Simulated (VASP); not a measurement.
Set up this calculation in VASP 6.6.1, as the native input.

* Task: single point
* Functional: PBEsol
* Potentials or basis: VASP PAW PBE potentials, release 64 (As)
* Cutoff: 500 eV
* k mesh: 13 × 13 × 13
* Occupations: fermi-dirac, width 0.1 eV
* Spin: no spin polarisation
* Dipole correction: no
* Further INCAR settings: ALGO = Normal; EDIFF = 1e-06; NBANDS = 8

The structure of As lies in POSCAR:

```
As
1.0
    0.0000000000      2.0970515564      2.0970515564
    2.0970515564      0.0000000000      2.0970515564
    2.0970515564      2.0970515564      0.0000000000
As
1
Direct
    0.0000000000      0.0000000000      0.0000000000
```

This isn't the form of As at room conditions, which is rhombohedral.

These files were run (other wordings do the same):

INCAR

```
PREC = Accurate
ENCUT = 500
EDIFF = 1E-6
ISMEAR = -1
SIGMA = 0.1
LREAL = F
LASPH = T
NELM = 120
ALGO = Normal
ISIF = 2
LWAVE = F
LCHARG = T
GGA = PS
LELF = T
LVHAR = T
NBANDS = 8
GGA_COMPAT = F
```

KPOINTS

```
regular mesh
0
Gamma
  13 13 13
```

Potentials or basis: VASP PAW PBE potentials, release 64 (As).

Launch:

```sh
$ cat potpaw_PBE.64/As/POTCAR > POTCAR
$ mpirun -np 1 vasp_std > vasp.out
```

Results of the run:

- Pressure: 0.2 GPa
- Band gap on the k mesh: zero (an odd number of electrons rules out a gap without spin polarisation)

Caveat: the PAW data sets were made with another functional, which shifts forces and pressure a little.

Run time: 7.6 s on 1 thread of Intel(R) Xeon(R) Platinum 8488C (Sapphire Rapids), on a shared host, peak memory 0.14 GiB.
